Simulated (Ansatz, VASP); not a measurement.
This is a calculation of In for Ansatz 0.2.0.

The input input.yaml:

```yaml
crystal:
  lattice:
    - [1.6806943363, 0.9703493275, 8.2618188953]
    - [-1.6806943363, 0.9703493275, 8.2618188953]
    - [0.0, -1.940698655, 8.2618188953]
  atoms:
    - { symbol: In, position: [0.22198776, 0.22198776, 0.22198776] }
    - { symbol: In, position: [0.77801224, 0.77801224, 0.77801224] }
    - { symbol: In, position: [0.0, 0.0, 0.0] }
kpoints:
  mp_grid: { grid: [9, 9, 9] }
scf:
  occupations: { method: fermi_dirac, width: 0.05 }
hamiltonian:
  xc: pbesol
  pseudopotentials: { kind: all_electron, lapw: { basis_error: 0.001 } }
output:
  forces: true
  stress: true
  eigenvalues: true
```

Potentials or basis: all-electron LAPW, scalar-relativistic.

Command:

```console
$ ansatz run input.yaml --threads 2 --pin off --max-ram 8192MiB --backend cpu --events-out ev --progress --plain --runs-dir out
```

Set up the same calculation for VASP 6.6.1. Potentials there: VASP PAW PBE potentials, release 64 (In_d).

As run (the cutoff follows the program's own potentials):

The input INCAR:

```
SYSTEM = In
ALGO = Fast
EDIFF = 1E-6
ENCUT = 520
GGA = PS
ISIF = 2
ISMEAR = -1
LASPH = .TRUE.
LCHARG = .FALSE.
LREAL = .FALSE.
LWAVE = .FALSE.
NBANDS = 26
NELM = 100
PREC = Accurate
SIGMA = 0.05
```

File KPOINTS:

```
k-points
0
G
  9 9 9
  0 0 0
```

Contents of POSCAR:

```
In
1.0
    1.6806943363      0.9703493275      8.2618188953
   -1.6806943363      0.9703493275      8.2618188953
    0.0000000000     -1.9406986550      8.2618188953
In
3
Direct
    0.2219877600      0.2219877600      0.2219877600
    0.7780122400      0.7780122400      0.7780122400
    0.0000000000      0.0000000000      0.0000000000
```

Potentials or basis: VASP PAW PBE potentials, release 64 (In_d).

Launch:

```sh
$ cat potpaw_PBE.64/In_d/POTCAR > POTCAR
$ mpirun -np 1 vasp_std > vasp.out
```

Both were run:

|  | VASP | Ansatz | Ansatz less VASP |
| --- | --- | --- | --- |
| gap on the k mesh at the Fermi level (eV) | none | none | - |
| pressure (GPa) | -1.9 | -1.8 | +0.06 |
| traceless stress, the component that is largest in VASP (GPa) | -0.36 | -0.36 | -0.002 |
| rms of the force components (eV/Å) | 0.014 | 0.014 | +0.0002 |

VASP's potentials were made for PBE, not for PBEsol. Atom by atom the forces differ by 0.000 eV/Å (rms over components). A gap of «none» marks a metal or a gap that the smearing closes. Ansatz ran all-electron here, and VASP with PAW potentials.
